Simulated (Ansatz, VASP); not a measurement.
Two plane-wave programs on AlCu3

Contents of POSCAR:

```
AlCu3
1.0
    0.0000000000      2.8316616591      2.8316616591
    2.8316616591      0.0000000000      2.8316616591
    2.8316616591      2.8316616591      0.0000000000
Al Cu
1 3
Direct
    0.0000000000      0.0000000000      0.0000000000
    0.5000000000      0.5000000000      0.5000000000
    0.2500000000      0.2500000000      0.2500000000
    0.7500000000      0.7500000000      0.7500000000
```

INCAR.step1

```
SYSTEM = AlCu3
ALGO = Normal
EDIFF = 1E-4
ENCUT = 520
GGA = PE
ISMEAR = 0
LASPH = .True.
LCHARG = .False.
LREAL = .False.
LWAVE = .True.
NBANDS = 26
NELM = 80
PREC = Accurate
SIGMA = 0.1
```

Contents of INCAR.step2:

```
SYSTEM = AlCu3
ALGO = Normal
EDIFF = 1E-6
ENCUT = 520
ISIF = 2
ISMEAR = 0
ISTART = 1
LASPH = .True.
LCHARG = .True.
LELF = .True.
LMIXTAU = .True.
LREAL = .False.
LVHAR = .True.
LWAVE = .False.
METAGGA = R2SCAN
NBANDS = 26
NELM = 80
PREC = Accurate
SIGMA = 0.1
```

KPOINTS

```
k-points
0
Gamma
  12 12 12
  0 0 0
```

Input for Ansatz:

```yaml
crystal:
  lattice:
    - [0.0, 2.8316616567, 2.8316616567]
    - [2.8316616567, 0.0, 2.8316616567]
    - [2.8316616567, 2.8316616567, 0.0]
  atoms:
    - { symbol: Al, position: [0.0, 0.0, 0.0] }
    - { symbol: Cu, position: [0.5, 0.5, 0.5] }
    - { symbol: Cu, position: [0.25, 0.25, 0.25] }
    - { symbol: Cu, position: [0.75, 0.75, 0.75] }
basis:
  ecutwfc: 500
kpoints:
  mp_grid: { grid: [12, 12, 12] }
hamiltonian:
  xc: r2scan
scf:
  occupations: { method: gaussian, width: 0.1 }
output:
  forces: true
  stress: true
  eigenvalues: true
```

Alike in both runs: task single point; functional r2SCAN; k mesh 12 × 12 × 12; occupations gaussian, width 0.1 eV; no spin polarisation.

|  | VASP | Ansatz |
| --- | --- | --- |
| version | VASP 6.6.1 | Ansatz 0.2.0 |
| potentials or method | VASP PAW PBE potentials, release 64 (Al, Cu), cutoff 520 eV | scalar-relativistic, plane waves, PAW |
| valence electrons in the cell | 36 | 60 |

Ansatz gave:

- gap on the k mesh at the Fermi level (eV): none
- pressure (GPa): 10.8

Question: Estimate VASP's values.

Answer: gap on the k mesh at the Fermi level (eV): none; pressure (GPa): 11.0.

VASP's potentials were made for PBE, not for r2SCAN. A gap of «none» marks a metal or a gap that the smearing closes. VASP's potentials hold 36 valence electrons a cell and Ansatz's 60, so a difference there can come from the potentials and not from the codes.
